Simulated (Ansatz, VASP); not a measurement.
# One calculation of SnTe, two programs

```
CELL_PARAMETERS angstrom
0.00000 3.54313 3.54313
3.54313 0.00000 3.54313
3.54313 3.54313 0.00000
ATOMIC_POSITIONS crystal
Sn 0.00000 0.00000 0.00000
Te 0.25000 0.25000 0.25000
```

Change from the starting cell: hydrostatic strain -1.1%.

Alike in both runs: task single point; functional PBE; k mesh 6 × 6 × 6; occupations fermi-dirac, width 0.02 eV; no spin polarisation.

```csv
,VASP,Ansatz
version,VASP 6.6.1,Ansatz 0.2.0
potentials or method,"VASP PAW PBE potentials, release 64 (Sn_d, Te)","plane waves, PAW"
plane-wave cutoff (eV),520,420
valence electrons in the cell,20,30
```

|  | VASP | Ansatz | Ansatz less VASP |
| --- | --- | --- | --- |
| pressure (GPa) | 1.5 | 1.5 | +0.03 |

With one functional, cell and mesh, what is left measures potentials, basis and numerics. VASP's potentials hold 20 valence electrons a cell and Ansatz's 30, so a difference there can come from the potentials and not from the codes.

Spin-orbit coupling is off throughout.
